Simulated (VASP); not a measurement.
# BN (P4_2/mnm) in VASP: further runs

BN is run at these levels: PBE; tasks: single point.

All numbers are computed with VASP 6.6.1; they aren't measurements. Logs are shortened: lines on timing, memory, paths and dates and some standing lists are left out, and cuts for length are marked.

### Step 1. The cell of the first run

The structure is tetragonal, space group P4_2/mnm (No. 136). Conventional cell: a = 4.489 Å, b = 4.489 Å, c = 2.779 Å, α = 90.00°, β = 90.00°, γ = 90.00°. Within 2.3 Å of B (site symmetry m2m) lie 4 N at 1.62 to 1.64 Å and 1 B at 2.21 Å. Within 2.2 Å of N (site symmetry m2m) lie 4 B at 1.62 to 1.64 Å.

### Step 2. Single point, PBE

File INCAR:

```
PREC     = Accurate       # precision mode
ENCUT    = 520            # plane-wave cutoff, eV
EDIFF    = 1E-6           # SCF threshold, eV
ISMEAR   = 0              # smearing method
SIGMA    = 0.05           # smearing width, eV
LREAL    = False          # projectors in reciprocal space
LASPH    = True           # aspherical terms in the spheres
NELM     = 80             # most SCF steps
ALGO     = Normal         # electronic algorithm
ISIF     = 2              # what is computed and relaxed
LWAVE    = False          # write WAVECAR
LCHARG   = False          # write CHGCAR
GGA      = PE             # functional
NBANDS   = 26             # bands
```

File KPOINTS:

```
regular mesh
0
Gamma
  6 6 10
```

File POSCAR:

```
BN
1.0
    4.4890000000      0.0000000000      0.0000000000
    0.0000000000      4.4890000000      0.0000000000
    0.0000000000      0.0000000000      2.7786000000
B N
4 4
Direct
    0.1742811368      0.8257188632      0.5000000000
    0.3257188632      0.3257188632      0.0000000000
    0.6742811368      0.6742811368      0.0000000000
    0.8257188632      0.1742811368      0.5000000000
    0.8126115048      0.8126115048      0.5000000000
    0.3126115048      0.6873884952      0.0000000000
    0.6873884952      0.3126115048      0.0000000000
    0.1873884952      0.1873884952      0.5000000000
```

Potentials or basis: VASP PAW PBE potentials, release 64 (B, N).

Run with:

```
cat potpaw_PBE.64/B/POTCAR potpaw_PBE.64/N/POTCAR > POTCAR
mpirun -np 1 vasp_std > vasp.out
```

OUTCAR:

```text
PREC = Accurate
   ENCUT = 520
   EDIFF = 1E-6
   ISMEAR = 0
   LREAL = False
   LASPH = True
   NELM = 80
   ISIF = 2
   GGA = PE

 ion  position               nearest neighbor table
   1  0.174  0.826  0.500-   5 1.62   8 1.62   6 1.64   6 1.64
   2  0.326  0.326  0.000-   6 1.62   7 1.62   8 1.64   8 1.64
   3  0.674  0.674  0.000-   6 1.62   7 1.62   5 1.64   5 1.64
   4  0.826  0.174  0.500-   5 1.62   8 1.62   7 1.64   7 1.64
   5  0.813  0.813  0.500-   1 1.62   4 1.62   3 1.64   3 1.64
   6  0.313  0.687  0.000-   2 1.62   3 1.62   1 1.64   1 1.64
   7  0.687  0.313  0.000-   2 1.62   3 1.62   4 1.64   4 1.64
   8  0.187  0.187  0.500-   1 1.62   4 1.62   2 1.64   2 1.64

  LATTYP: Found a simple tetragonal cell.
 ALAT       =     4.4890000000
 C/A-ratio  =     0.6189797282

  Lattice vectors:

 A1 = (   4.4890000000,   0.0000000000,   0.0000000000)
 A2 = (   0.0000000000,   4.4890000000,   0.0000000000)
 A3 = (   0.0000000000,   0.0000000000,   2.7786000000)

Analysis of symmetry for initial positions (statically):
=====================================================================
 Subroutine PRICEL returns:
 Original cell was already a primitive cell.

 Routine SETGRP: Setting up the symmetry group for a
 simple tetragonal supercell.

 Subroutine GETGRP returns: Found 16 space group operations
 (whereof  8 operations were pure point group operations)
 out of a pool of 16 trial point group operations.

The static configuration has the point symmetry D_2h.
 The point group associated with its full space group is D_4h.

Analysis of symmetry for dynamics (positions and initial velocities):
=====================================================================
 Subroutine PRICEL returns:
 Original cell was already a primitive cell.

 Routine SETGRP: Setting up the symmetry group for a
 simple tetragonal supercell.

 Subroutine GETGRP returns: Found 16 space group operations
 (whereof  8 operations were pure point group operations)
 out of a pool of 16 trial point group operations.

The dynamic configuration has the point symmetry D_2h.
 The point group associated with its full space group is D_4h.

 Subroutine INISYM returns: Found 16 space group operations
 (whereof  8 operations are pure point group operations),
[... 109 lines left out ...]
   LREAL  =      F    real-space projection
   EDIFFG = 0.1E-04   stopping-criterion for IOM
   NSW    =      0    number of steps for IOM
   IBRION =     -1    ionic relax: 0-MD 1-quasi-New 2-CG
   NFREE  =      0    steps in history (QN), initial steepest desc. (CG)
   ISIF   =      2    stress and relaxation
   ISYM   =      2    0-nonsym 1-usesym 2-fastsym
   POTIM  = 0.5000    time-step for ionic-motion
   TEBEG  =    0.0;   TEEND  =   0.0 temperature during run
   PSTRESS=    0.0 pullay stress
   NELECT =      32.0000    total number of electrons
   NUPDOWN=      -1.0000    fix difference up-down
   EMIN   =  10.00;   EMAX   =-10.00  energy-range for DOS
   EFERMI =   0.00;   METHOD = LEGACY
   ISMEAR =     0;   SIGMA  =   0.05  broadening in eV -4-tet -1-fermi 0-gaus
   EFERMI_NEDOS =   21; number of points for ismear=-14 and -15
   IALGO  =     38    algorithm
   IMIX   =      4    mixing-type and parameters
     AMIX     =   0.40;   BMIX     =  1.00
     AMIX_MAG =   1.60;   BMIX_MAG =  1.00
  volume/ion in A,a.u.               =       7.00        47.23
  Fermi-wavevector in a.u.,A,eV,Ry     =   1.358573  2.567331 25.112565  1.845721
  Thomas-Fermi vector in A             =   2.485395
   LORBIT       =      0    0 simple, 1 ext, 2 COOP (PROOUT), +10 PAW based schemes
   GGA     = PE    functional components
   LHFCALC =     F    Hartree Fock is set to
   AEXX    =    0.0000 exact exchange contribution
   IVDW    =     0    specifies the selected vdW correction
   LEPSILON=     F    determine dielectric tensor
   LRPA    =     F    only Hartree local field effects (RPA)
 non-spin polarized calculation
 Gauss-broadening in eV      SIGMA  =   0.05
  energy-cutoff  :      520.00
  volume of cell :       55.99
 maximum number of plane-waves:      1530
 NGX is ok and might be reduce to    36
   NGX = 17   NGY = 17   NGZ = 11

 number of electron      32.0000000 magnetization

 Free energy of the ion-electron system (eV)
  ---------------------------------------------------
  ext. energy  EPLUGINS =         0.00000000
  ---------------------------------------------------
  free energy    TOTEN  =       -67.88371261 eV

  energy without entropy =      -67.88371261  energy(sigma->0) =      -67.88371261

 E-fermi :   5.9301     XC(G=0): -11.9065

 val. band max:        5.6596650852   @ k =   0.0000   0.0000   0.0000
 cond. band min:      10.4335258796   @ k =   0.0000   0.0000   0.3000
 fundamental gap:      4.7738607944
 Fermi energy:         5.9300972797

 k-point     1 :       0.0000    0.0000    0.0000
  band No.  band energies     occupation
      1     -13.3004      2.00000
      2      -9.4686      2.00000
      3      -9.4686      2.00000
      4      -9.4577      2.00000
      5      -3.1370      2.00000
      6      -2.4940      2.00000
[... 685 lines left out ...]
     25      16.0178      0.00000
     26      16.0179      0.00000

 [... further k-points ...]

------------------------ aborting loop because EDIFF is reached ----------------------------------------

  FORCE on cell =-STRESS in cart. coord.  units (eV):
  Direction    XX          YY          ZZ          XY          YZ          ZX
  --------------------------------------------------------------------------------------
  -------------------------------------------------------------------------------------
  Total       -6.0175512     -6.0175512    -22.4693813      0.0000000      0.0000000      0.0000000
  in kB     -172.1888935   -172.1888935   -642.9488945      0.0000000      0.0000000      0.0000000
  external PRESSURE =    -329.1088938 kB  Pullay stress =       0.0000000 kB

 VOLUME and BASIS-vectors are now :
 -----------------------------------------------------------------------------
  energy-cutoff  :      520.00
  volume of cell :       55.99
      direct lattice vectors                 reciprocal lattice vectors
     4.489000000  0.000000000  0.000000000     0.222766763  0.000000000  0.000000000
     0.000000000  4.489000000  0.000000000     0.000000000  0.222766763  0.000000000
     0.000000000  0.000000000  2.778600000     0.000000000  0.000000000  0.359893472

 POSITION                                       TOTAL-FORCE (eV/Angst)
 -----------------------------------------------------------------------------------
      0.78235      3.70665      1.38930        -0.106064      0.106064     -0.000000
      1.46215      1.46215      0.00000         0.106064      0.106064     -0.000000
      3.02685      3.02685      0.00000        -0.106064     -0.106064      0.000000
      3.70665      0.78235      1.38930         0.106064     -0.106064      0.000000
      3.64781      3.64781      1.38930        -0.048834     -0.048834      0.000000
      1.40331      3.08569      0.00000        -0.048834      0.048834      0.000000
      3.08569      1.40331      0.00000         0.048834     -0.048834      0.000000
      0.84119      0.84119      1.38930         0.048834      0.048834      0.000000
 -----------------------------------------------------------------------------------
    total drift:                                0.000000      0.000000      0.000000

  FREE ENERGIE OF THE ION-ELECTRON SYSTEM (eV)
  ---------------------------------------------------
  free  energy   TOTEN  =       -67.8837126112 eV

  energy  without entropy=      -67.8837126112  energy(sigma->0) =      -67.88371261
```

Wall time 1.8 min (1 thread of Intel Xeon 8259CL, shared host); peak memory 0.21 GiB.

What came out:

* Free energy: -67.8837 eV
* Pressure: -32.9 GPa
* Largest force: 0.150 eV/Å
* Band gap on the k mesh: 4.77 eV (least direct gap 4.80 eV)

Forces in eV/Å, atoms in the order of the input:
```
B   -0.106  0.106  0.000
B    0.106  0.106  0.000
B   -0.106 -0.106  0.000
B    0.106 -0.106  0.000
N   -0.049 -0.049  0.000
N   -0.049  0.049  0.000
N    0.049 -0.049  0.000
N    0.049  0.049  0.000
```

Stress tensor (GPa, compression positive):
```
-17.22   0.00   0.00
  0.00 -17.22   0.00
  0.00   0.00 -64.29
```

Levels at points of the mesh, in eV from the valence-band top:
| k point | band 12 | band 13 | band 14 | band 15 | band 16 | band 17 | band 18 | band 19 | band 20 | band 21 |
| --- | --- | --- | --- | --- | --- | --- | --- | --- | --- | --- |
| (0.00, 0.00, 0.00) | -2.55 | -0.66 | -0.63 | 0.00 | 0.00 | 4.80 | 6.14 | 7.49 | 7.56 | 7.56 |
| (0.50, 0.00, 0.00) | -3.00 | -1.67 | -1.67 | -1.30 | -1.30 | 5.96 | 5.96 | 7.38 | 7.38 | 8.57 |
| (0.50, 0.50, 0.00) | -3.42 | -2.75 | -2.75 | -2.00 | -2.00 | 6.32 | 6.32 | 6.83 | 6.83 | 7.39 |
| (0.00, 0.00, 0.50) | -4.74 | -3.65 | -3.65 | -3.17 | -3.17 | 6.29 | 6.29 | 9.80 | 9.80 | 11.01 |
| (0.50, 0.00, 0.50) | -4.28 | -3.41 | -3.41 | -1.75 | -1.75 | 6.50 | 6.50 | 8.47 | 8.47 | 8.78 |
| (0.50, 0.50, 0.50) | -3.01 | -2.90 | -2.90 | -2.16 | -2.16 | 5.92 | 5.92 | 6.58 | 6.58 | 8.28 |

Caveat: the cell stands under tension.

[end of part 1 of 2]
